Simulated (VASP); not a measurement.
Ti, 2 atoms in the cell. It takes space group P6_3/mmc (No. 194, hexagonal). The conventional cell has a = 2.970 Å, b = 2.970 Å, c = 4.717 Å, α = 90.00°, β = 90.00°, γ = 120.00°. Ti (site symmetry -6m2) has 12 Ti at 2.92 to 2.97 Å within 3.8 Å. 

* Program: VASP 6.6.1
* Task: single point
* Functional: r2SCAN
* Potentials or basis: VASP PAW PBE potentials, release 64 (Ti_sv)
* Cutoff: 520 eV
* k mesh: 13 × 13 × 7
* Occupations: fermi-dirac, width 0.0217 eV
* Spin: no spin polarisation
* Dipole correction: no
* Further INCAR settings: ALGO = Normal; EDIFF = 1e-06; NBANDS = 19

Potentials or basis: VASP PAW PBE potentials, release 64 (Ti_sv).

Launch:

```bash
$ cat potpaw_PBE.64/Ti_sv/POTCAR > POTCAR
$ cp INCAR.step1 INCAR
$ mpirun -np 1 vasp_std > vasp.out
$ cp INCAR.step2 INCAR
$ mpirun -np 1 vasp_std > vasp.out
```

Hardware: 1 thread of AMD EPYC 7R13 (shared host).

Problem. How long does it take, and how much memory?

Solution. Wall time 13 min on 1 thread of AMD EPYC 7R13, on a shared host, peak memory 0.22 GiB. Counts: k points 196.
